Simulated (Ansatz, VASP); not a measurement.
One calculation of H12SO8, two programs

```xyz
21
Lattice="5.8791 0.0000 0.0000 0.0000 5.8791 0.0000 0.0000 0.0000 5.8791" Properties=species:S:1:pos:R:3 pbc="T T T"
O     4.9320    3.7561    4.5492
O     0.0079    1.0943    0.7901
O     1.3439    3.5183    1.7138
O     3.2127    2.4182    0.2875
O     1.8905   -0.4467    4.0670
O     1.2594    2.2416    4.1917
O     4.1060    4.9372    1.8474
O     4.2981    6.8358    3.4105
H     5.7875    3.2460    4.5498
H     4.4284    3.2556    3.8814
H    -0.8512    1.3073    0.3596
H     0.3475    1.9685    1.1001
H     2.1819    3.2063    1.2205
H     1.0257    4.2783    1.1894
H     3.8597    3.0694   -0.0885
H     2.5825    2.2900   -0.4711
H     1.8851   -0.9325    3.2186
H     2.7827   -0.0452    4.1010
H     1.3926    2.6212    3.2954
H     1.2247    1.2589    4.0926
S     4.9835    5.7586    2.6753
```

Alike in both runs: functional PBE; dispersion D3(BJ); k mesh 1 × 1 × 1; occupations fermi-dirac, width 0.02 eV; no spin polarisation.

Ansatz relaxed the structure, and its values are those at the end. VASP's run is a single point on that final structure, the one shown.

```csv
,VASP,Ansatz
version,VASP 6.6.1,Ansatz 0.2.0
potentials or method,"VASP PAW PBE potentials, release 64 (O_h, H_h, S), cutoff 910 eV","scalar-relativistic, plane waves, PAW"
valence electrons in the cell,66,66
```

Ansatz gave:

* rms of the force components (eV/Å): 0.078

Task: Which values does VASP return?

Result: rms of the force components (eV/Å): 0.145.

Noted on VASP's run: the cutoff is short for stress, so the pressure is rough.
